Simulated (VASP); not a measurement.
Wanted: the native input for a VASP 6.6.1 run.

- Task: single point
- Functional: PBE
- Potentials or basis: VASP PAW PBE potentials, release 64 (Mn_pv, O)
- Cutoff: 520 eV
- k mesh: 9 × 9 × 9
- Occupations: fermi-dirac, width 0.05 eV
- Spin: collinear spin, ferromagnetic start
- Starting moments: [4.0, 0.0] μB
- Dipole correction: no
- Further INCAR settings: ALGO = Normal; EDIFF = 1e-07; NBANDS = 20

The structure of MnO lies in POSCAR:

```
MnO
1.0
    0.0000000000      2.2461467798      2.2239077028
    2.2461467798      0.0000000000      2.2239077028
    2.2461467798      2.2461467798      0.0000000000
Mn O
1 1
Direct
    0.0000000000      0.0000000000      0.0000000000
    0.5000000000      0.5000000000      0.5000000000
```

The input as run:

INCAR

```
SYSTEM = MnO
ALGO = Normal ; EDIFF = 1E-7
ENCUT = 520 ; GGA = PE
ISIF = 2 ; ISMEAR = -1
ISPIN = 2 ; LASPH = .True.
LCHARG = .True. ; LELF = .True.
LMAXMIX = 4 ; LORBIT = 11
LREAL = .False. ; LVHAR = .True.
LWAVE = .False. ; MAGMOM = 4 0
NBANDS = 20 ; NELM = 150
PREC = Accurate ; SIGMA = 0.05
```

KPOINTS

```
k-points
0
Gamma
  9 9 9
  0 0 0
```

Potentials or basis: VASP PAW PBE potentials, release 64 (Mn_pv, O).

The run is started by

```sh
$ cat potpaw_PBE.64/Mn_pv/POTCAR potpaw_PBE.64/O/POTCAR > POTCAR
$ mpirun -np 1 vasp_std > vasp.out
```

Results of the run:

```json
{
 "Pressure": "-2.6 GPa",
 "Net moment": "4.81 μB per cell",
 "Site moments": "Mn +4.36; O +0.20 μB",
 "Valence electrons inside the program's atomic spheres": "Mn 11.33; O 4.97"
}
```

Caveat: a cell with one magnetic atom can't hold antiferromagnetic order, which such compounds often take.

Run time: 20 s on 1 thread of Intel(R) Xeon(R) 6975P-C (Granite Rapids), with other jobs on the host, peak memory 0.17 GiB.
